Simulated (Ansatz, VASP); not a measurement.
**Tl: VASP beside Ansatz**

```xyz
2
Lattice="3.4560 0.0000 0.0000 -1.7280 2.9930 0.0000 0.0000 0.0000 5.8565" Properties=species:S:1:pos:R:3 pbc="T T T"
Tl    0.0000    1.9953    1.4641
Tl    1.7280    0.9977    4.3924
```

Change from the starting cell: strain +0.0600 x Voigt [0, 0, 1, 0, 0, 0], atoms carried along.

Alike in both runs: task single point; functional PBE; k mesh 18 × 18 × 10; occupations gaussian, width 0.15 eV; no spin polarisation.

```csv
,VASP,Ansatz
version,VASP 6.6.1,Ansatz 0.2.0
potentials or method,"VASP PAW PBE potentials, release 64 (Tl_d), cutoff 520 eV","scalar-relativistic, plane waves, PAW"
valence electrons in the cell,26,26
```

|  | VASP | Ansatz | Ansatz less VASP |
| --- | --- | --- | --- |
| gap on the k mesh at the Fermi level (eV) | none | none | - |
| pressure (GPa) | 1.0 | 1.0 | +0.06 |
| traceless stress, the component that is largest in VASP (GPa) | -1.06 | -1.06 | +0.004 |

A gap of «none» marks a metal or a gap that the smearing closes. With one functional, cell and mesh, what is left measures potentials, basis and numerics.

Spin-orbit coupling is off throughout.
